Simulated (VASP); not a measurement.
The system is Si3C.

```
CELL_PARAMETERS angstrom
6.44849 0.00000 0.00000
-3.22425 5.58456 0.00000
0.00000 0.00000 2.79915
ATOMIC_POSITIONS crystal
Si 0.38953 0.19477 0.75000
Si 0.80523 0.19477 0.75000
Si 0.80523 0.61047 0.75000
Si 0.61047 0.80523 0.25000
Si 0.19477 0.80523 0.25000
Si 0.19477 0.38953 0.25000
C 0.66667 0.33333 0.25000
C 0.33333 0.66667 0.75000
```

The cell was built from a structure type or drawn by symmetry, and may not be a known phase.

```yaml
Program: VASP 6.6.1
Task: relaxation of cell and atoms
Functional: PBE
Potentials_or_basis: VASP PAW PBE potentials, release 64 (Si, C)
Cutoff: 600 eV
k_mesh: 3 × 3 × 6
Occupations: gaussian, width 0.1 eV
Spin: no spin polarisation
```

At the start: pressure -1.1 GPa; volume 12.60 Å³/atom.

Task: How do energy, volume and symmetry change on relaxing?

Result: Over 7 steps the energy falls by 30.5 meV/atom and the volume is 12.68 Å³/atom (+0.6 %); space group P6_3/mmc (No. 194, to 0.1 Å) before and after.

Step by step:
```
step  energy change (eV)  largest force (eV/Å)  pressure (GPa)  volume (Å³)
   1              0.0000                0.1718           -1.06       100.80
   2             -0.1952                0.4374            1.02        99.51
   3             -0.1957                0.4384            1.20        99.44
   4             -0.2324                0.1193            1.17       100.48
   5             -0.2329                0.0767            1.19       100.62
   6             -0.2291                0.1083           -0.90       102.39
   7             -0.2442                0.0086            0.18       101.44
```

Final structure:
```cif
data_structure
_symmetry_space_group_name_H-M 'P 1'
_symmetry_Int_Tables_number 1
_cell_length_a 6.5820
_cell_length_b 6.5820
_cell_length_c 2.7037
_cell_angle_alpha 90.000
_cell_angle_beta 90.000
_cell_angle_gamma 120.000
_cell_volume 101.44
loop_
_atom_site_label
_atom_site_type_symbol
_atom_site_fract_x
_atom_site_fract_y
_atom_site_fract_z
_atom_site_occupancy
Si1 Si 0.39676 0.19838 0.75000 1
Si2 Si 0.80162 0.19838 0.75000 1
Si3 Si 0.80162 0.60324 0.75000 1
Si4 Si 0.60324 0.80162 0.25000 1
Si5 Si 0.19838 0.80162 0.25000 1
Si6 Si 0.19838 0.39676 0.25000 1
C1 C 0.66667 0.33333 0.25000 1
C2 C 0.33333 0.66667 0.75000 1
```

Caveat: the k points lie up to 0.39 Å⁻¹ apart in the final cell, too coarse for converged energies and pressures of a metal.
